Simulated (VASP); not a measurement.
# Rh (Pm-3m) in VASP: a series of runs

Runs on Rh. Level: BLYP. Tasks: single point.

Everything below comes from runs of VASP 6.6.1. Logs are shortened: lines on timing, memory, paths and dates and some standing lists are left out, and cuts for length are marked.

## Step 1: The cell of the first run

It takes space group Pm-3m (No. 221, cubic). The conventional cell has a = 2.584 Å, b = 2.584 Å, c = 2.584 Å, α = 90.00°, β = 90.00°, γ = 90.00°. Rh (site symmetry m-3m) has 6 Rh at 2.58 Å within 3.4 Å.

## Step 2: Single point, BLYP

Input file INCAR:

```
SYSTEM = Rh
PREC = Accurate ; ENCUT = 520
EDIFF = 1E-6 ; ISMEAR = -1
SIGMA = 0.1 ; LREAL = .False.
LASPH = .True. ; NELM = 100
ALGO = Normal ; ISIF = 2
LWAVE = .False. ; LCHARG = .False.
GGA = B5 ; ALDAX = 1.0
AGGAX = 1.0 ; AGGAC = 1.0
ALDAC = 0.0 ; NBANDS = 14
```

Input file KPOINTS:

```
Automatic mesh
0
Gamma
  13 13 13
  0 0 0
```

Input file POSCAR:

```
Rh
1.0
    2.5842437664      0.0000000000      0.0000000000
    0.0000000000      2.5842437664      0.0000000000
    0.0000000000      0.0000000000      2.5842437664
Rh
1
Direct
    0.0000000000      0.0000000000      0.0000000000
```

Potentials or basis: VASP PAW PBE potentials, release 64 (Rh_pv).

Command:

```sh
$ cat potpaw_PBE.64/Rh_pv/POTCAR > POTCAR
$ mpirun -np 1 vasp_std > vasp.out
```

OUTCAR:

```text
SYSTEM = Rh
   PREC = Accurate
   ENCUT = 520
   EDIFF = 1E-6
   ISMEAR = -1
   LREAL = .False.
   LASPH = .True.
   NELM = 100
   ISIF = 2
   GGA = B5

 ion  position               nearest neighbor table
   1  0.000  0.000  0.000-

  LATTYP: Found a simple cubic cell.
 ALAT       =     2.5842437664

  Lattice vectors:

 A1 = (   2.5842437664,   0.0000000000,   0.0000000000)
 A2 = (   0.0000000000,   2.5842437664,   0.0000000000)
 A3 = (   0.0000000000,   0.0000000000,   2.5842437664)

Analysis of symmetry for initial positions (statically):
=====================================================================
 Subroutine PRICEL returns:
 Original cell was already a primitive cell.

 Routine SETGRP: Setting up the symmetry group for a
 simple cubic supercell.

 Subroutine GETGRP returns: Found 48 space group operations
 (whereof 48 operations were pure point group operations)
 out of a pool of 48 trial point group operations.

The static configuration has the point symmetry O_h .

Analysis of symmetry for dynamics (positions and initial velocities):
=====================================================================
 Subroutine PRICEL returns:
 Original cell was already a primitive cell.

 Routine SETGRP: Setting up the symmetry group for a
 simple cubic supercell.

 Subroutine GETGRP returns: Found 48 space group operations
 (whereof 48 operations were pure point group operations)
 out of a pool of 48 trial point group operations.

The dynamic configuration has the point symmetry O_h .

 Subroutine INISYM returns: Found 48 space group operations
 (whereof 48 operations are pure point group operations),
 and found     1 'primitive' translations

----------------------------------------------------------------------------------------

                                     Primitive cell

  volume of cell :      17.2584

  direct lattice vectors                    reciprocal lattice vectors
     2.584243766  0.000000000  0.000000000     0.386960399  0.000000000  0.000000000
     0.000000000  2.584243766  0.000000000     0.000000000  0.386960399  0.000000000
     0.000000000  0.000000000  2.584243766     0.000000000  0.000000000  0.386960399

  length of vectors
     2.584243766  2.584243766  2.584243766     0.386960399  0.386960399  0.386960399

  position of ions in fractional coordinates (direct lattice)
     0.000000000  0.000000000  0.000000000

  ion indices of the primitive-cell ions
   primitive index   ion index
                 1           1

----------------------------------------------------------------------------------------

 KPOINTS: Automatic mesh

Automatic generation of k-mesh.
 Grid dimensions read from file:
 generate k-points for:   13   13   13

 Generating k-lattice:

  Cartesian coordinates                     Fractional coordinates (reciprocal lattice)
     0.029766185  0.000000000  0.000000000     0.076923077  0.000000000  0.000000000
     0.000000000  0.029766185  0.000000000     0.000000000  0.076923077  0.000000000
     0.000000000  0.000000000  0.029766185     0.000000000  0.000000000  0.076923077

  Length of vectors
     0.029766185  0.029766185  0.029766185

  Shift w.r.t. Gamma in fractional coordinates (k-lattice)
     0.000000000  0.000000000  0.000000000

 Subroutine IBZKPT returns following result:
 ===========================================

 Found     84 irreducible k-points:

 Following reciprocal coordinates:
            Coordinates               Weight
  0.000000  0.000000  0.000000      1.000000
  0.076923  0.000000  0.000000      6.000000
  0.153846  0.000000  0.000000      6.000000
  0.230769  0.000000  0.000000      6.000000
  0.307692  0.000000  0.000000      6.000000
  0.384615  0.000000  0.000000      6.000000
[... 16 lines left out ...]
  0.307692  0.307692  0.000000     12.000000
  0.384615  0.307692  0.000000     24.000000
 [... further k-points ...]
   k-points           NKPTS =     84   k-points in BZ     NKDIM =     84   number of bands    NBANDS=     14
   number of dos      NEDOS =    301   number of ions     NIONS =      1
   total plane-waves  NPLWV =   8000
   dimension x,y,z NGX =    20 NGY =   20 NGZ =   20
   dimension x,y,z NGXF=    40 NGYF=   40 NGZF=   40
   ions per type =               1
   NGX,Y,Z   is equivalent  to a cutoff of  12.87, 12.87, 12.87 a.u.
   NGXF,Y,Z  is equivalent  to a cutoff of  25.73, 25.73, 25.73 a.u.
 SYSTEM =  Rh
   PREC   = accura    normal or accurate (medium, high low for compatibility)
   ISTART =      0    job   : 0-new  1-cont  2-samecut
   ICHARG =      2    charge: 1-file 2-atom 10-const
   ISPIN  =      1    spin polarized calculation?
   LNONCOLLINEAR =      F non collinear calculations
   LSORBIT =      F    spin-orbit coupling
   LASPH  =      T    aspherical Exc in radial PAW
   ENCUT  =  520.0 eV  38.22 Ry    6.18 a.u.   4.80  4.80  4.80*2*pi/ulx,y,z
   NELM   =    100;   NELMIN=  2; NELMDL= -5     # of ELM steps
   EDIFF  = 0.1E-05   stopping-criterion for ELM
   LREAL  =      F    real-space projection
   EDIFFG = 0.1E-04   stopping-criterion for IOM
   NSW    =      0    number of steps for IOM
   IBRION =     -1    ionic relax: 0-MD 1-quasi-New 2-CG
   NFREE  =      0    steps in history (QN), initial steepest desc. (CG)
   ISIF   =      2    stress and relaxation
   ISYM   =      2    0-nonsym 1-usesym 2-fastsym
   POTIM  = 0.5000    time-step for ionic-motion
   TEBEG  =    0.0;   TEEND  =   0.0 temperature during run
   PSTRESS=    0.0 pullay stress
   NELECT =      15.0000    total number of electrons
   NUPDOWN=      -1.0000    fix difference up-down
   EMIN   =  10.00;   EMAX   =-10.00  energy-range for DOS
   EFERMI =   0.00;   METHOD = LEGACY
   ISMEAR =    -1;   SIGMA  =   0.10  broadening in eV -4-tet -1-fermi 0-gaus
   EFERMI_NEDOS =   21; number of points for ismear=-14 and -15
   IALGO  =     38    algorithm
   IMIX   =      4    mixing-type and parameters
     AMIX     =   0.40;   BMIX     =  1.00
     AMIX_MAG =   1.60;   BMIX_MAG =  1.00
  volume/ion in A,a.u.               =      17.26       116.47
  Fermi-wavevector in a.u.,A,eV,Ry     =   1.562326  2.952369 33.209968  2.440864
  Thomas-Fermi vector in A             =   2.665261
   LORBIT       =      0    0 simple, 1 ext, 2 COOP (PROOUT), +10 PAW based schemes
   GGA     = B5    functional components
   LHFCALC =     F    Hartree Fock is set to
   AEXX    =    0.0000 exact exchange contribution
   IVDW    =     0    specifies the selected vdW correction
   LEPSILON=     F    determine dielectric tensor
   LRPA    =     F    only Hartree local field effects (RPA)
 non-spin polarized calculation
  energy-cutoff  :      520.00
  volume of cell :       17.26
 maximum number of plane-waves:       474
 NGX is ok and might be reduce to    20
   NGX =  9   NGY =  9   NGZ =  9

 number of electron      15.0000011 magnetization

 Free energy of the ion-electron system (eV)
  ---------------------------------------------------
  ext. energy  EPLUGINS =         0.00000000
  ---------------------------------------------------
  free energy    TOTEN  =        -5.63454534 eV

  energy without entropy =       -5.56969600  energy(sigma->0) =       -5.60212067

 E-fermi :   8.8253     XC(G=0): -11.8223

 val. band max:        8.8039925254   @ k =   0.4615   0.1538   0.1538
 cond. band min:       8.8343542129   @ k =   0.3846   0.2308   0.0000
 fundamental gap:      0.0303616875
 Fermi energy:         8.8252573567

 k-point     1 :       0.0000    0.0000    0.0000
  band No.  band energies     occupation
      1     -36.9043      2.00000
      2     -36.9043      2.00000
      3     -36.9043      2.00000
      4       2.6506      2.00000
      5       4.1847      2.00000
      6       4.1847      2.00000
      7       9.5050      0.00223
      8       9.5050      0.00223
      9       9.5050      0.00223
     10      25.2786      0.00000
     11      25.2786      0.00000
     12      25.2786      0.00000
     13      29.8438      0.00000
     14      32.4565      0.00000

 k-point     2 :       0.0769    0.0000    0.0000
  band No.  band energies     occupation
      1     -36.9390      2.00000
      2     -36.9014      2.00000
      3     -36.9014      2.00000
      4       2.8106      2.00000
      5       4.2147      2.00000
      6       4.3283      2.00000
      7       9.3757      0.00810
      8       9.3757      0.00810
      9       9.5153      0.00201
     10      24.2013      0.00000
     11      25.5572      0.00000
     12      25.5572      0.00000
     13      29.8493      0.00000
     14      31.8139      0.00000

 k-point     3 :       0.1538    0.0000    0.0000
  band No.  band energies     occupation
      1     -37.0343      2.00000
      2     -36.8935      2.00000
      3     -36.8935      2.00000
      4       3.2251      2.00000
      5       4.2991      2.00000
      6       4.7937      2.00000
      7       9.0337      0.22116
      8       9.0337      0.22116
      9       9.5438      0.00151
     10      22.0725      0.00000
     11      26.3370      0.00000
     12      26.3370      0.00000
     13      29.8534      0.00000
     14      30.4671      0.00000

 k-point     4 :       0.2308    0.0000    0.0000
  band No.  band energies     occupation
      1     -37.1670      2.00000
      2     -36.8822      2.00000
      3     -36.8822      2.00000
      4       3.7363      2.00000
      5       4.4209      2.00000
      6       5.6416      2.00000
      7       8.5867      1.83143
      8       8.5867      1.83143
      9       9.5842      0.00101
     10      19.8279      0.00000
     11      27.4816      0.00000
     12      27.4816      0.00000
     13      29.0533      0.00000
     14      29.8557      0.00000

 k-point     5 :       0.3077    0.0000    0.0000
  band No.  band energies     occupation
      1     -37.3060      2.00000
      2     -36.8702      2.00000
      3     -36.8702      2.00000
      4       4.2199      2.00000
      5       4.5542      2.00000
      6       6.8235      2.00000
      7       8.1490      1.99769
      8       8.1490      1.99769
      9       9.6275      0.00066
     10      17.7462      0.00000
     11      27.8476      0.00000
[... 276 lines left out ...]
 k-point    22 :       0.4615    0.2308    0.0000
  band No.  band energies     occupation
      1     -37.4528      2.00000
      2     -37.1085      2.00000
      3     -36.8333      2.00000
      4       5.0612      2.00000
      5       5.3223      2.00000
      6       6.9054      2.00000
      7       7.7805      1.99994
      8       8.8635      0.81086
      9      11.6209      0.00000
     10      15.0375      0.00000
     11      25.0367      0.00000
     12      26.6823      0.00000
     13      29.5305      0.00000
     14      29.8741      0.00000

 k-point    23 :       0.3077    0.3077    0.0000
  band No.  band energies     occupation
      1     -37.2676      2.00000
      2     -37.2578      2.00000
      3     -36.8370      2.00000
      4       4.8840      2.00000
      5       5.2356      2.00000
      6       7.5426      1.99999
      7       8.2982      1.98977
      8       8.4279      1.96308
      9       9.3974      0.00653
     10      18.5791      0.00000
     11      21.7662      0.00000
     12      27.7940      0.00000
     13      29.8715      0.00000
     14      31.9495      0.00000

 k-point    24 :       0.3846    0.3077    0.0000
  band No.  band energies     occupation
      1     -37.3740      2.00000
      2     -37.2500      2.00000
      3     -36.8273      2.00000
      4       4.7927      2.00000
      5       5.1673      2.00000
      6       8.0359      1.99925
      7       8.0817      1.99882
      8       8.4318      1.96164
      9      10.7978      0.00000
     10      17.0062      0.00000
     11      22.3261      0.00000
     12      26.4859      0.00000
     13      29.8715      0.00000
     14      30.9783      0.00000

 [... further k-points ...]
[... 5 lines left out ...]
  --------------------------------------------------------------------------------------
  -------------------------------------------------------------------------------------
  Total        0.0359896      0.0359896      0.0359896      0.0000000     -0.0000000      0.0000000
  in kB        3.3410798      3.3410798      3.3410798      0.0000000     -0.0000000      0.0000000
  external PRESSURE =       3.3410798 kB  Pullay stress =       0.0000000 kB

 VOLUME and BASIS-vectors are now :
 -----------------------------------------------------------------------------
  energy-cutoff  :      520.00
  volume of cell :       17.26
      direct lattice vectors                 reciprocal lattice vectors
     2.584243766  0.000000000  0.000000000     0.386960399  0.000000000  0.000000000
     0.000000000  2.584243766  0.000000000     0.000000000  0.386960399  0.000000000
     0.000000000  0.000000000  2.584243766     0.000000000  0.000000000  0.386960399

 POSITION                                       TOTAL-FORCE (eV/Angst)
 -----------------------------------------------------------------------------------
      0.00000      0.00000      0.00000         0.000000      0.000000      0.000000
 -----------------------------------------------------------------------------------
    total drift:                                0.000000      0.000000      0.000000

  FREE ENERGIE OF THE ION-ELECTRON SYSTEM (eV)
  ---------------------------------------------------
  free  energy   TOTEN  =        -5.6345453408 eV

  energy  without entropy=       -5.5696959984  energy(sigma->0) =       -5.60212067
```

It took 7.8 s on 1 thread of Intel Xeon 6975P-C (Granite Rapids), shared host; peak memory 0.13 GiB.

What came out:

| Property | Result |
| --- | --- |
| Free energy | -5.6345 eV |
| Pressure | 0.3 GPa |

Levels at points of the mesh, in eV from the Fermi level:
```tsv
k point	band 5	band 6	band 7	band 8	band 9	band 10	band 11	band 12
(0.00, 0.00, 0.00)	-4.64	-4.64	0.68	0.68	0.68	16.45	16.45	16.45
```

Caveat: the PAW data sets were made with another functional, which shifts forces and pressure a little.

## Step 3: Single point, BLYP (volume scaled by 0.88)

Input file INCAR:

```
SYSTEM = Rh
PREC     = Accurate       ! precision mode
ENCUT    = 520            ! plane-wave cutoff, eV
EDIFF    = 1E-6           ! SCF threshold, eV
ISMEAR   = -1             ! smearing method
SIGMA    = 0.1            ! smearing width, eV
LREAL    = .FALSE.        ! projectors in reciprocal space
LASPH    = .TRUE.         ! aspherical terms in the spheres
NELM     = 60             ! most SCF steps
ALGO     = Normal         ! electronic algorithm
ISIF     = 2              ! what is computed and relaxed
LWAVE    = .FALSE.        ! write WAVECAR
LCHARG   = .FALSE.        ! write CHGCAR
GGA      = B5             ! functional
ALDAX    = 1.0          
AGGAX    = 1.0          
AGGAC    = 1.0          
ALDAC    = 0.0          
NBANDS   = 14             ! bands
```

Input file KPOINTS:

```
regular mesh
0
G
  14 14 14
  0 0 0
```

Input file POSCAR:

```
Rh
1.0
    2.4764393796      0.0000000000      0.0000000000
    0.0000000000      2.4764393796      0.0000000000
    0.0000000000      0.0000000000      2.4764393796
Rh
1
Direct
    0.0000000000      0.0000000000      0.0000000000
```

Potentials or basis: VASP PAW PBE potentials, release 64 (Rh_pv).

Command:

```sh
$ cat potpaw_PBE.64/Rh_pv/POTCAR > POTCAR
$ mpirun -np 1 vasp_std > vasp.out
```

Wall time 8.3 s (1 thread of Intel Xeon 6975P-C (Granite Rapids), shared host); peak memory 0.13 GiB.

It converged, with:

```yaml
Free_energy: -5.4815 eV
Pressure: 27.6 GPa
```

Levels at points of the mesh, in eV from the Fermi level:
| k point | band 5 | band 6 | band 7 | band 8 | band 9 | band 10 |
| --- | --- | --- | --- | --- | --- | --- |
| (0.00, 0.00, 0.00) | -5.61 | -5.61 | 0.83 | 0.83 | 0.83 | 17.39 |
| (0.50, 0.00, 0.00) | -4.62 | -1.53 | -1.53 | 0.11 | 1.06 | 6.76 |
| (0.50, 0.50, 0.00) | -3.97 | -1.08 | -1.08 | 2.58 | 5.98 | 5.98 |
| (0.50, 0.50, 0.50) | -4.91 | -4.91 | 2.73 | 2.73 | 10.48 | 12.79 |

Caveat: the PAW data sets were made with another functional, which shifts forces and pressure a little.

(Part 1 of 2 ends here.)
